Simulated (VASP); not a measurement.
Ni: single point with RPBE

The system is Ni.

```
CELL_PARAMETERS angstrom
4.50539 0.00000 0.00000
0.00000 4.50539 0.00000
0.00000 0.00000 4.50539
ATOMIC_POSITIONS crystal
Ni 0.00000 0.00000 0.00000
Ni 0.50000 0.50000 0.50000
Ni 0.25000 0.00000 0.50000
Ni 0.75000 0.00000 0.50000
Ni 0.50000 0.25000 0.00000
Ni 0.50000 0.75000 0.00000
Ni 0.00000 0.50000 0.25000
Ni 0.00000 0.50000 0.75000
```

```yaml
Program: VASP 6.6.1
Task: single point
Functional: RPBE
Potentials_or_basis: VASP PAW PBE potentials, release 64 (Ni)
Cutoff: 520 eV
k_mesh: 6 × 6 × 6
Occupations: fermi-dirac, width 0.1 eV
Spin: no spin polarisation
```

```
Pressure               : 0.2 GPa
Band gap on the k mesh : zero (band 40 reaches 8.70 eV, above the bottom of band 41 at 8.58 eV)
```

Levels at points of the mesh, in eV from the Fermi level:
```csv
k point,band 38,band 39,band 40,band 41,band 42,band 43,band 44,band 45
"(0.00, 0.00, 0.00)",-0.18,0.00,0.00,0.00,1.40,1.40,1.40,2.82
"(0.50, 0.00, 0.00)",-0.32,-0.01,-0.01,0.23,0.23,2.11,2.11,2.59
"(0.50, 0.50, 0.00)",-0.13,-0.13,-0.12,0.03,0.10,0.10,0.29,2.37
"(0.50, 0.50, 0.50)",-0.26,-0.26,-0.26,0.59,0.59,0.59,0.59,0.59
```

It took 81 s on 1 thread of AMD EPYC 7R13 Processor (Zen 3), with other jobs on the host, peak memory 0.2 GiB.

Caveat: the PAW data sets were made with another functional, which shifts forces and pressure a little; the run has no spin polarisation, though such a crystal can be magnetic. Spin polarisation is off, so any magnetic state and its effect on volume and gap are missing.
